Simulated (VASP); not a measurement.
The system is SnO2.

```
CELL_PARAMETERS angstrom
1.61709 0.93363 4.80059
-1.61709 0.93363 4.80059
0.00000 -1.86726 4.80059
ATOMIC_POSITIONS crystal
Sn 0.50000 0.50000 0.50000
O 0.76283 0.76283 0.76283
O 0.23717 0.23717 0.23717
```

Base run:

- Program: VASP 6.6.1
- Functional: PBEsol
- Potentials or basis: VASP PAW PBE potentials, release 64 (Sn_d, O)
- Cutoff: 520 eV
- k mesh: 10 × 10 × 10
- Occupations: fermi-dirac, width 0.05 eV
- Spin: no spin polarisation

Its results: band gap on the k mesh 1.84 eV, indirect (least direct gap 1.97 eV); pressure -4.6 GPa; largest force 0.347 eV/Å.

Question: After a change of settings the same cell gave: band gap on the k mesh 2.02 eV, indirect (least direct gap 2.13 eV); pressure 2.4 GPa; largest force 0.040 eV/Å. Which change was it?
A. functional from PBEsol to PBE
B. functional from PBEsol to BLYP
C. functional from PBEsol to revPBE; further incar settings from ALGO = Normal; EDIFF = 1e-06; NBANDS = 20 to ALGO = Normal; EDIFF = 1e-07; NBANDS = 20
D. functional from PBEsol to LDA; potentials or basis from VASP PAW PBE potentials, release 64 (Sn_d, O) to VASP PAW LDA potentials, release 64 (Sn_d, O)

Answer: C.

Caveats: the PAW data sets were made with another functional, which shifts forces and pressure a little; spin-orbit coupling is left out, which moves the levels of the heavy elements.
